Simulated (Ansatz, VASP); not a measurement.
One calculation of K, two programs

```
K
1.0
     4.04734    0.00000    0.00000
     0.00000    4.04734    0.00000
     0.00000    0.00000    4.04734
K
1
Cartesian
  0.0000 0.0000 0.0000
```

Alike in both runs: task single point; functional LDA; k mesh 13 × 13 × 13; occupations fermi-dirac, width 0.1 eV; no spin polarisation.

```csv
,VASP,Ansatz
version,VASP 6.6.1,Ansatz 0.2.0
potentials or method,"VASP PAW LDA potentials, release 64 (K_sv), cutoff 520 eV","plane waves (420 eV) with PAW, scalar-relativistic"
valence electrons in the cell,9,9
```

Ansatz gave:

| Property | Result |
| --- | --- |
| pressure (GPa) | 0.2 |

**Question.** What did VASP give for the same quantities?

**Answer.** Pressure (GPa): 0.1.

Ansatz warns that its potentials were made for another functional, while VASP's fit it. LDA's correlation is that of Perdew and Zunger in VASP and of Perdew and Wang (1992) in Ansatz.
